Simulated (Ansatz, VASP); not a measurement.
## Bi: VASP beside Ansatz

File INCAR:

```
SYSTEM = Bi
ALGO     = Normal         ! electronic algorithm
EDIFF    = 1E-8           ! SCF threshold, eV
ENCUT    = 520            ! plane-wave cutoff, eV
GGA      = PE             ! functional
ISIF     = 2              ! what is computed and relaxed
ISMEAR   = -1             ! smearing method
LASPH    = .True.         ! aspherical terms in the spheres
LCHARG   = .False.        ! write CHGCAR
LEFG     = .True.       
LREAL    = .False.        ! projectors in reciprocal space
LWAVE    = .False.        ! write WAVECAR
NBANDS   = 14             ! bands
NELM     = 60             ! most SCF steps
PREC     = Accurate       ! precision mode
SIGMA    = 0.05           ! smearing width, eV
```

File KPOINTS:

```
k-points
0
Gamma
  16 16 16
  0 0 0
```

Contents of POSCAR:

```
Bi
1.0
    0.0000000000      2.4720203478      2.4720203478
    2.4720203478      0.0000000000      2.4720203478
    2.4720203478      2.4720203478      0.0000000000
Bi
1
Direct
    0.0000000000      0.0000000000      0.0000000000
```

Input for Ansatz:

```yaml
crystal:
  lattice:
    - [0.0, 2.4720203478, 2.4720203478]
    - [2.4720203478, 0.0, 2.4720203478]
    - [2.4720203478, 2.4720203478, 0.0]
  atoms:
    - { symbol: Bi, position: [0.0, 0.0, 0.0] }
kpoints:
  mp_grid: { grid: [16, 16, 16] }
scf:
  occupations: { method: fermi_dirac, width: 0.05 }
hamiltonian:
  xc: pbe
  pseudopotentials: { kind: paw }
output:
  forces: true
  stress: true
  eigenvalues: true
  efg: { contact_densities: true }
```

Change from the starting cell: volume scaled by 0.95, PAW files.

Alike in both runs: task electric field gradients; functional PBE; k mesh 16 × 16 × 16; occupations fermi-dirac, width 0.05 eV; no spin polarisation.

|  | VASP | Ansatz |
| --- | --- | --- |
| version | VASP 6.6.1 | Ansatz 0.2.0 |
| potentials or method | VASP PAW PBE potentials, release 64 (Bi_d) | PAW with Ansatz's default frozen-core files, scalar-relativistic |
| plane-wave cutoff (eV) | 520 | 420 |
| valence electrons in the cell | 15 | 15 |

|  | VASP | Ansatz | Ansatz less VASP |
| --- | --- | --- | --- |
| pressure (GPa) | 2.9 | 2.9 | +0.07 |

The functional is the same, so the differences come from potentials, cutoffs and numerics.

Spin-orbit coupling is off throughout.
